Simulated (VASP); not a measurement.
# NaCl (R-3m) in VASP: a series of runs

NaCl is run at these levels: PBEsol; tasks: single point.

Program: VASP 6.6.1. These are calculated values, not measurements. Logs are shortened: lines on timing, memory, paths and dates and some standing lists are left out, and cuts for length are marked.

### 1 The cell of the first run

The structure is trigonal, space group R-3m (No. 166). The conventional cell has a = 4.065 Å, b = 4.065 Å, c = 4.904 Å, α = 90.00°, β = 90.00°, γ = 120.00°. Within 3.2 Å of Na (site symmetry -3m) lie 8 Cl at 2.45 to 2.49 Å and 6 Na at 2.86 Å. Cl (site symmetry -3m) has 8 Na at 2.45 to 2.49 Å and 6 Cl at 2.86 Å within 3.2 Å.

### 2 Single point, PBEsol (equal xy, yz and zx shear strains of -1 %)

The input, INCAR:

```
PREC     = Accurate       # precision mode
ENCUT    = 520            # plane-wave cutoff, eV
EDIFF    = 1E-6           # SCF threshold, eV
ISMEAR   = -1             # smearing method
SIGMA    = 0.02           # smearing width, eV
LREAL    = F              # projectors in reciprocal space
LASPH    = T              # aspherical terms in the spheres
NELM     = 100            # most SCF steps
ALGO     = Normal         # electronic algorithm
ISIF     = 2              # what is computed and relaxed
LWAVE    = F              # write WAVECAR
LCHARG   = F              # write CHGCAR
GGA      = PS             # functional
NBANDS   = 14             # bands
```

The input, KPOINTS:

```
regular mesh
0
Gamma
  8 8 8
```

The input, POSCAR:

```
NaCl
1.0
    2.8600000000     -0.0143000000     -0.0143000000
   -0.0143000000      2.8600000000     -0.0143000000
   -0.0143000000     -0.0143000000      2.8600000000
Na Cl
1 1
Direct
    0.0000000000      0.0000000000      0.0000000000
    0.5000000000      0.5000000000      0.5000000000
```

Potentials or basis: VASP PAW PBE potentials, release 64 (Na_pv, Cl).

The run is started by

```console
cat potpaw_PBE.64/Na_pv/POTCAR potpaw_PBE.64/Cl/POTCAR > POTCAR
mpirun -np 1 vasp_std > vasp.out
```

OUTCAR:

```text
PREC = Accurate
   ENCUT = 520
   EDIFF = 1E-6
   ISMEAR = -1
   LREAL = F
   LASPH = T
   NELM = 100
   ISIF = 2
   GGA = PS

 ion  position               nearest neighbor table
   1  0.000  0.000  0.000-   2 2.45   2 2.45   2 2.49   2 2.49   2 2.49   2 2.49   2 2.49   2 2.49

   2  0.500  0.500  0.500-   1 2.45   1 2.45   1 2.49   1 2.49   1 2.49   1 2.49   1 2.49   1 2.49

  LATTYP: Found a trigonal (rhomboedric) cell.
 ALAT       =     2.8600714991
 COS(alpha) =    -0.0099745013

  Lattice vectors:

 A1 = (   2.8600000000,  -0.0143000000,  -0.0143000000)
 A2 = (  -0.0143000000,   2.8600000000,  -0.0143000000)
 A3 = (  -0.0143000000,  -0.0143000000,   2.8600000000)

Analysis of symmetry for initial positions (statically):
=====================================================================
 Subroutine PRICEL returns:
 Original cell was already a primitive cell.

 Routine SETGRP: Setting up the symmetry group for a
 trigonal (rhombohedral) supercell.

 Subroutine GETGRP returns: Found 12 space group operations
 (whereof 12 operations were pure point group operations)
 out of a pool of 12 trial point group operations.

The static configuration has the point symmetry D_3d.

Analysis of symmetry for dynamics (positions and initial velocities):
=====================================================================
 Subroutine PRICEL returns:
 Original cell was already a primitive cell.

 Routine SETGRP: Setting up the symmetry group for a
 trigonal (rhombohedral) supercell.

 Subroutine GETGRP returns: Found 12 space group operations
 (whereof 12 operations were pure point group operations)
 out of a pool of 12 trial point group operations.

The dynamic configuration has the point symmetry D_3d.

 Subroutine INISYM returns: Found 12 space group operations
 (whereof 12 operations are pure point group operations),
 and found     1 'primitive' translations

----------------------------------------------------------------------------------------

                                     Primitive cell

  volume of cell :      23.3919

  direct lattice vectors                    reciprocal lattice vectors
     2.860000000 -0.014300000 -0.014300000     0.349667921  0.001757125  0.001757125
    -0.014300000  2.860000000 -0.014300000     0.001757125  0.349667921  0.001757125
    -0.014300000 -0.014300000  2.860000000     0.001757125  0.001757125  0.349667921

  length of vectors
     2.860071499  2.860071499  2.860071499     0.349676751  0.349676751  0.349676751

  position of ions in fractional coordinates (direct lattice)
     0.000000000  0.000000000  0.000000000
     0.500000000  0.500000000  0.500000000

  ion indices of the primitive-cell ions
   primitive index   ion index
                 1           1
                 2           2

----------------------------------------------------------------------------------------

 KPOINTS: regular mesh

Automatic generation of k-mesh.
 Grid dimensions read from file:
 generate k-points for:    8    8    8

 Generating k-lattice:

  Cartesian coordinates                     Fractional coordinates (reciprocal lattice)
     0.043708490  0.000219641  0.000219641     0.125000000 -0.000000000  0.000000000
     0.000219641  0.043708490  0.000219641    -0.000000000  0.125000000  0.000000000
     0.000219641  0.000219641  0.043708490     0.000000000  0.000000000  0.125000000

  Length of vectors
     0.043709594  0.043709594  0.043709594

  Shift w.r.t. Gamma in fractional coordinates (k-lattice)
     0.000000000  0.000000000  0.000000000

 Subroutine IBZKPT returns following result:
 ===========================================

 Found     65 irreducible k-points:

 Following reciprocal coordinates:
            Coordinates               Weight
  0.000000  0.000000  0.000000      1.000000
  0.125000 -0.000000  0.000000      6.000000
  0.250000 -0.000000  0.000000      6.000000
  0.375000 -0.000000 -0.000000      6.000000
  0.500000 -0.000000  0.000000      3.000000
  0.125000  0.125000 -0.000000      6.000000
[... 16 lines left out ...]
  0.250000  0.125000  0.125000      6.000000
  0.375000  0.125000  0.125000      6.000000
 [... further k-points ...]
   k-points           NKPTS =     65   k-points in BZ     NKDIM =     65   number of bands    NBANDS=     14
   number of dos      NEDOS =    301   number of ions     NIONS =      2
   total plane-waves  NPLWV =  13824
   dimension x,y,z NGX =    24 NGY =   24 NGZ =   24
   dimension x,y,z NGXF=    48 NGYF=   48 NGZF=   48
   ions per type =               1   1
   NGX,Y,Z   is equivalent  to a cutoff of  13.95, 13.95, 13.95 a.u.
   NGXF,Y,Z  is equivalent  to a cutoff of  27.90, 27.90, 27.90 a.u.
 SYSTEM =  unknown system
   PREC   = accura    normal or accurate (medium, high low for compatibility)
   ISTART =      0    job   : 0-new  1-cont  2-samecut
   ICHARG =      2    charge: 1-file 2-atom 10-const
   ISPIN  =      1    spin polarized calculation?
   LNONCOLLINEAR =      F non collinear calculations
   LSORBIT =      F    spin-orbit coupling
   LASPH  =      T    aspherical Exc in radial PAW
   ENCUT  =  520.0 eV  38.22 Ry    6.18 a.u.   5.32  5.32  5.32*2*pi/ulx,y,z
   NELM   =    100;   NELMIN=  2; NELMDL= -5     # of ELM steps
   EDIFF  = 0.1E-05   stopping-criterion for ELM
   LREAL  =      F    real-space projection
   EDIFFG = 0.1E-04   stopping-criterion for IOM
   NSW    =      0    number of steps for IOM
   IBRION =     -1    ionic relax: 0-MD 1-quasi-New 2-CG
   NFREE  =      0    steps in history (QN), initial steepest desc. (CG)
   ISIF   =      2    stress and relaxation
   ISYM   =      2    0-nonsym 1-usesym 2-fastsym
   POTIM  = 0.5000    time-step for ionic-motion
   TEBEG  =    0.0;   TEEND  =   0.0 temperature during run
   PSTRESS=    0.0 pullay stress
   NELECT =      14.0000    total number of electrons
   NUPDOWN=      -1.0000    fix difference up-down
   EMIN   =  10.00;   EMAX   =-10.00  energy-range for DOS
   EFERMI =   0.00;   METHOD = LEGACY
   ISMEAR =    -1;   SIGMA  =   0.02  broadening in eV -4-tet -1-fermi 0-gaus
   EFERMI_NEDOS =   21; number of points for ismear=-14 and -15
   IALGO  =     38    algorithm
   IMIX   =      4    mixing-type and parameters
     AMIX     =   0.40;   BMIX     =  1.00
     AMIX_MAG =   1.60;   BMIX_MAG =  1.00
  volume/ion in A,a.u.               =      11.70        78.93
  Fermi-wavevector in a.u.,A,eV,Ry     =   1.379629  2.607121 25.897012  1.903377
  Thomas-Fermi vector in A             =   2.504581
   LORBIT       =      0    0 simple, 1 ext, 2 COOP (PROOUT), +10 PAW based schemes
   GGA     = PS    functional components
   LHFCALC =     F    Hartree Fock is set to
   AEXX    =    0.0000 exact exchange contribution
   IVDW    =     0    specifies the selected vdW correction
   LEPSILON=     F    determine dielectric tensor
   LRPA    =     F    only Hartree local field effects (RPA)
 non-spin polarized calculation
  energy-cutoff  :      520.00
  volume of cell :       23.39
 maximum number of plane-waves:       643
 NGX is ok and might be reduce to    24
   NGX = 11   NGY = 11   NGZ = 11

 number of electron      13.9999998 magnetization

 Free energy of the ion-electron system (eV)
  ---------------------------------------------------
  ext. energy  EPLUGINS =         0.00000000
  ---------------------------------------------------
  free energy    TOTEN  =        -4.77765029 eV

  energy without entropy =       -4.77765029  energy(sigma->0) =       -4.77765029

 E-fermi :   7.2570     XC(G=0): -11.5617

 val. band max:        6.7621276318   @ k =   0.5000   0.5000  -0.0000
 cond. band min:      10.9670695125   @ k =   0.5000   0.5000  -0.0000
 fundamental gap:      4.2049418807
 Fermi energy:         7.2570028931

 k-point     1 :       0.0000    0.0000    0.0000
  band No.  band energies     occupation
      1     -15.8237      2.00000
      2     -15.8154      2.00000
      3     -15.8154      2.00000
      4     -10.2450      2.00000
      5       5.4471      2.00000
      6       5.5035      2.00000
      7       5.5035      2.00000
      8      13.2600      0.00000
      9      13.2600      0.00000
     10      13.9591      0.00000
     11      24.4901      0.00000
     12      24.6439      0.00000
     13      24.6439      0.00000
     14      28.9006      0.00000

 k-point     2 :       0.1250   -0.0000    0.0000
  band No.  band energies     occupation
      1     -15.8909      2.00000
      2     -15.8151      2.00000
      3     -15.8100      2.00000
      4     -10.0339      2.00000
      5       4.2922      2.00000
      6       5.5291      2.00000
      7       5.5699      2.00000
      8      13.5085      0.00000
      9      13.8762      0.00000
     10      15.1620      0.00000
     11      23.2696      0.00000
     12      23.3328      0.00000
     13      24.7723      0.00000
     14      27.6634      0.00000

 k-point     3 :       0.2500   -0.0000    0.0000
  band No.  band energies     occupation
      1     -16.0559      2.00000
      2     -15.8017      2.00000
      3     -15.7970      2.00000
      4      -9.4860      2.00000
      5       2.1743      2.00000
      6       5.6874      2.00000
      7       5.7381      2.00000
      8      14.2258      0.00000
      9      14.5889      0.00000
     10      18.1416      0.00000
     11      21.3261      0.00000
     12      21.3466      0.00000
     13      24.3036      0.00000
     14      25.2516      0.00000
[... 324 lines left out ...]
 k-point    23 :       0.2500    0.1250    0.1250
  band No.  band energies     occupation
      1     -16.0356      2.00000
      2     -15.8577      2.00000
      3     -15.8336      2.00000
      4      -9.1614      2.00000
      5       2.4234      2.00000
      6       4.6980      2.00000
      7       4.7445      2.00000
      8      15.8416      0.00000
      9      16.1195      0.00000
     10      17.7348      0.00000
     11      19.6385      0.00000
     12      21.0463      0.00000
     13      22.3240      0.00000
     14      26.9370      0.00000

 k-point    24 :       0.3750    0.1250    0.1250
  band No.  band energies     occupation
      1     -16.1661      2.00000
      2     -15.8393      2.00000
      3     -15.8185      2.00000
      4      -8.6135      2.00000
      5       0.7744      2.00000
      6       4.9763      2.00000
      7       5.0287      2.00000
      8      16.4491      0.00000
      9      16.5379      0.00000
     10      17.5365      0.00000
     11      18.0939      0.00000
     12      22.5404      0.00000
     13      22.7849      0.00000
     14      24.9601      0.00000

 [... further k-points ...]

------------------------ aborting loop because EDIFF is reached ----------------------------------------

  FORCE on cell =-STRESS in cart. coord.  units (eV):
  Direction    XX          YY          ZZ          XY          YZ          ZX
  --------------------------------------------------------------------------------------
  -------------------------------------------------------------------------------------
  Total        8.7814455      8.7814455      8.7814455      0.1131233      0.1131233      0.1131233
  in kB      601.4661270    601.4661270    601.4661270      7.7481365      7.7481365      7.7481365
  external PRESSURE =     601.4661270 kB  Pullay stress =       0.0000000 kB

 VOLUME and BASIS-vectors are now :
 -----------------------------------------------------------------------------
  energy-cutoff  :      520.00
  volume of cell :       23.39
      direct lattice vectors                 reciprocal lattice vectors
     2.860000000 -0.014300000 -0.014300000     0.349667921  0.001757125  0.001757125
    -0.014300000  2.860000000 -0.014300000     0.001757125  0.349667921  0.001757125
    -0.014300000 -0.014300000  2.860000000     0.001757125  0.001757125  0.349667921

 POSITION                                       TOTAL-FORCE (eV/Angst)
 -----------------------------------------------------------------------------------
      0.00000      0.00000      0.00000         0.000000      0.000000      0.000000
      1.41570      1.41570      1.41570        -0.000000     -0.000000      0.000000
 -----------------------------------------------------------------------------------
    total drift:                                0.000000     -0.000000     -0.000000

  FREE ENERGIE OF THE ION-ELECTRON SYSTEM (eV)
  ---------------------------------------------------
  free  energy   TOTEN  =        -4.7776502870 eV

  energy  without entropy=       -4.7776502870  energy(sigma->0) =       -4.77765029
```

It took 17 s on 1 thread of Intel Xeon 8259CL, shared host; peak memory 0.14 GiB.

What came out:

- Free energy: -4.7777 eV
- Pressure: 60.1 GPa
- Band gap on the k mesh: 4.21 eV

Stress tensor (GPa, compression positive):
```
60.15  0.77  0.77
 0.77 60.15  0.77
 0.77  0.77 60.15
```

Caveat: the cell differs from its parent crystal (equal xy, yz and zx shear strains of -1 %); the cell stands under pressure; the PAW data sets were made with another functional, which shifts forces and pressure a little. A k mesh can miss the band edges.

### 3 Single point, PBEsol (equal xy, yz and zx shear strains of +2 %)

The input, INCAR:

```
SYSTEM = NaCl
ALGO     = Normal         ! electronic algorithm
EDIFF    = 1E-7           ! SCF threshold, eV
ENCUT    = 520            ! plane-wave cutoff, eV
GGA      = PS             ! functional
ISIF     = 2              ! what is computed and relaxed
ISMEAR   = -1             ! smearing method
LASPH    = .True.         ! aspherical terms in the spheres
LCHARG   = .True.         ! write CHGCAR
LELF     = .True.         ! ELF
LREAL    = .False.        ! projectors in reciprocal space
LVHAR    = .True.       
LWAVE    = .False.        ! write WAVECAR
NBANDS   = 14             ! bands
NELM     = 100            ! most SCF steps
PREC     = Accurate       ! precision mode
SIGMA    = 0.02           ! smearing width, eV
```

The input, KPOINTS:

```
k-points
0
Gamma
  8 8 8
  0 0 0
```

The input, POSCAR:

```
NaCl
1.0
    2.8600000000      0.0286000000      0.0286000000
    0.0286000000      2.8600000000      0.0286000000
    0.0286000000      0.0286000000      2.8600000000
Na Cl
1 1
Direct
    0.0000000000      0.0000000000      0.0000000000
    0.5000000000      0.5000000000      0.5000000000
```

Potentials or basis: VASP PAW PBE potentials, release 64 (Na_pv, Cl).

The run is started by

```console
cat potpaw_PBE.64/Na_pv/POTCAR potpaw_PBE.64/Cl/POTCAR > POTCAR
mpirun -np 1 vasp_std > vasp.out
```

It took 18 s on 1 thread of Intel Xeon 8259CL, shared host; peak memory 0.14 GiB.

The run converged. Its results:

| Property | Result |
| --- | --- |
| Free energy | -4.7716 eV |
| Pressure | 60.3 GPa |
| Band gap on the k mesh | 4.21 eV |

Stress tensor (GPa, compression positive):
```
60.26 -1.26 -1.26
-1.26 60.26 -1.26
-1.26 -1.26 60.26
```

Levels at points of the mesh, in eV from the valence-band top:
```csv
k point,band 3,band 4,band 5,band 6,band 7,band 8,band 9,band 10,band 11,band 12
"(0.00, 0.00, 0.00)",-22.56,-17.00,-1.31,-1.31,-1.19,6.51,6.51,7.20,17.69,17.69
"(0.50, 0.00, 0.00)",-22.53,-15.31,-7.00,-0.86,-0.73,9.06,9.16,12.69,12.71,13.65
"(0.50, 0.50, 0.00)",-22.51,-14.56,-5.48,-5.33,0.00,4.21,10.56,12.73,12.79,15.23
"(0.50, 0.50, 0.50)",-22.76,-13.34,-4.94,-4.78,-4.78,5.86,6.29,6.29,16.93,22.60
```

Caveat: the cell differs from its parent crystal (equal xy, yz and zx shear strains of +2 %); the cell stands under pressure; the PAW data sets were made with another functional, which shifts forces and pressure a little. A k mesh can miss the band edges.
